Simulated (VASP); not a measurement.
A run of VASP 6.6.1:

INCAR

```
SYSTEM = InAs
PREC = Accurate
ENCUT = 500
EDIFF = 1E-6
ISMEAR = -1
SIGMA = 0.02
LREAL = .False.
LASPH = .True.
NELM = 120
ALGO = Normal
ISIF = 2
LWAVE = .False.
LCHARG = .True.
GGA = RP
LELF = .True.
LVHAR = .True.
NBANDS = 16
GGA_COMPAT = .False.
```

The input KPOINTS:

```
Automatic mesh
0
Gamma
  6 6 6
  0 0 0
```

The input POSCAR:

```
InAs
1.0
    0.0000000000      2.9576400000      3.0180000000
    2.9576400000      0.0000000000      3.0180000000
    2.9576400000      2.9576400000      0.0000000000
In As
1 1
Direct
    0.0000000000      0.0000000000      0.0000000000
    0.2500000000      0.2500000000      0.2500000000
```

Potentials or basis: VASP PAW PBE potentials, release 64 (In_d, As).

The run is started by

```bash
$ cat potpaw_PBE.64/In_d/POTCAR potpaw_PBE.64/As/POTCAR > POTCAR
$ mpirun -np 1 vasp_std > vasp.out
```

Hardware: 1 thread of Intel(R) Xeon(R) Platinum 8488C (Sapphire Rapids), with other jobs on the host.

**Question.** How long does it take, and how much memory?

**Answer.** Wall time 18 s on 1 thread of Intel(R) Xeon(R) Platinum 8488C (Sapphire Rapids) (shared host), peak memory 0.18 GiB. Counts: scf iterations 14, k points 30.
